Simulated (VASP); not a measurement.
A run of VASP 6.6.1:

File INCAR:

```
SYSTEM = Au
PREC = Accurate
ENCUT = 520
EDIFF = 1E-6
ISMEAR = 0
SIGMA = 0.1
LREAL = .FALSE.
LASPH = .TRUE.
NELM = 80
ALGO = Normal
ISIF = 2
LWAVE = .FALSE.
LCHARG = .TRUE.
GGA = PE
LELF = .TRUE.
LVHAR = .TRUE.
NBANDS = 18
```

File KPOINTS:

```
Automatic mesh
0
G
  12 12 12
  0 0 0
```

Contents of POSCAR:

```
Au
1.0
    3.3508286739      0.0000000000      0.0000000000
    0.0000000000      3.3508286739      0.0000000000
    0.0000000000      0.0000000000      3.1032304960
Au
2
Direct
    0.0000000000      0.0000000000      0.0000000000
    0.5000000000      0.5000000000      0.5000000000
```

Potentials or basis: VASP PAW PBE potentials, release 64 (Au).

Run with:

```bash
$ cat potpaw_PBE.64/Au/POTCAR > POTCAR
$ mpirun -np 1 vasp_std > vasp.out
```

Hardware: 1 thread of AMD EPYC 9R45 (Zen 5), on a shared host.

Task: How long does it take, and how much memory?

Result: It took 34 s on 1 thread of AMD EPYC 9R45 (Zen 5), on a shared host, peak memory 0.19 GiB. Counts: scf iterations 11, k points 196.
